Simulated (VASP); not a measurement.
Set up this calculation in VASP 6.6.1, as the native input.

```yaml
Task: single point
Functional: PBE
Potentials_or_basis: VASP PAW PBE potentials, release 64 (Hf_pv, O)
Cutoff: 520 eV
k_mesh: 6 × 6 × 4
Occupations: gaussian, width 0.05 eV
Spin: no spin polarisation
Dipole_correction: no
Further_INCAR_settings: ALGO = Normal; EDIFF = 1e-07; NBANDS = 31
```

The structure of HfO2 lies in POSCAR:

```
HfO2
1.0
    3.6043047991      0.0000000000      0.0000000000
    0.0000000000      3.6043047991      0.0000000000
    0.0000000000      0.0000000000      5.2639673039
Hf O
2 4
Direct
    0.5000000000      0.4924369097      0.5000000000
    0.0000000000     -0.0075630903      0.0000000000
    0.0000000000      0.5832338042      0.6932520932
    0.5000000000      0.0832338042      0.8067479068
    0.5000000000      0.0011415227      0.3067479068
    0.0000000000      0.5011415227      0.1932520932
```

This cell differs from its parent crystal: mode 4 (23.4 1/cm) frozen in, largest displacement +0.300 Å.

These files were run (other wordings do the same):

INCAR

```
  PREC = Accurate
  ENCUT = 520
  EDIFF = 1E-7
  ISMEAR = 0
  SIGMA = 0.05
  LREAL = False
  LASPH = True
  NELM = 100
  ALGO = Normal
  ISIF = 2
  LWAVE = False
  LCHARG = False
  GGA = PE
  NBANDS = 31
```

KPOINTS

```
Automatic mesh
0
Gamma
  6 6 4
```

Potentials or basis: VASP PAW PBE potentials, release 64 (Hf_pv, O).

Command:

```sh
$ cat potpaw_PBE.64/Hf_pv/POTCAR potpaw_PBE.64/O/POTCAR > POTCAR
$ mpirun -np 1 vasp_std > vasp.out
```

Results of the run:

```json
{
  "Pressure": "-2.5 GPa",
  "Largest force": "0.575 eV/Å",
  "Band gap on the k mesh": "4.37 eV, indirect (least direct gap 4.60 eV)"
}
```

Caveat: the cell differs from its parent crystal (mode 4 (23.4 1/cm) frozen in, largest displacement +0.300 Å); spin-orbit coupling is left out, which moves the levels of the heavy elements.

Wall time 68 s on 1 thread of Intel(R) Xeon(R) Platinum 8488C (Sapphire Rapids), on a shared host, peak memory 0.23 GiB.
